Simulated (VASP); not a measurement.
Write the native input for VASP 6.6.1 that does the following.

| Item | Value |
| --- | --- |
| Task | single point |
| Functional | PBEsol |
| Potentials or basis | VASP PAW PBE potentials, release 64 (Ba_sv, Ti_sv, O_h) |
| Cutoff | 910 eV |
| k mesh | 7 × 7 × 7 |
| Occupations | fermi-dirac, width 0.05 eV |
| Spin | no spin polarisation |
| Dipole correction | no |
| Second run | hard_potentials |
| Further INCAR settings | ALGO = Normal; EDIFF = 1e-06; NBANDS = 28 |

The structure of BaTiO3 lies in POSCAR:

```
BaTiO3
1.0
    3.9791132838      0.0000000000      0.0000000000
    0.0000000000      3.9791132838      0.0000000000
    0.0000000000      0.0000000000      3.9791132838
Ba Ti O
1 1 3
Direct
    0.5000000000      0.5000000000      0.5000000000
    0.0000000000      0.0000000000      0.0000000000
    0.0000000000      0.0000000000      0.5000000000
    0.0000000000      0.5000000000      0.0000000000
    0.5000000000      0.0000000000      0.0000000000
```

One way to write it, as run:

INCAR

```
PREC = Accurate
ENCUT = 910
EDIFF = 1E-6
ISMEAR = -1
SIGMA = 0.05
LREAL = False
LASPH = True
NELM = 120
ALGO = Normal
ISIF = 2
LWAVE = False
LCHARG = False
GGA = PS
NBANDS = 28
GGA_COMPAT = False
```

KPOINTS

```
Automatic mesh
0
Gamma
  7 7 7
```

Potentials or basis: VASP PAW PBE potentials, release 64 (Ba_sv, Ti_sv, O_h).

Run with:

```sh
$ cat potpaw_PBE.64/Ba_sv/POTCAR potpaw_PBE.64/Ti_sv/POTCAR potpaw_PBE.64/O_h/POTCAR > POTCAR
$ mpirun -np 1 vasp_std > vasp.out
```

Results of the run:

| Quantity | Value |
| --- | --- |
| Pressure | 0.4 GPa |
| Band gap on the k mesh | 1.80 eV, indirect (least direct gap 1.86 eV) |

Caveat: the cutoff is under 1.25 times the usual one of these potentials, so pressure, stress and relaxed cells hold a basis-set (Pulay) error; the PAW data sets were made with another functional, which shifts forces and pressure a little; spin-orbit coupling is left out, which moves the levels of the heavy elements.

Run time: 40 s on 1 thread of AMD EPYC 9R45 96-Core Processor (Zen 5), with other jobs on the host, peak memory 0.26 GiB.
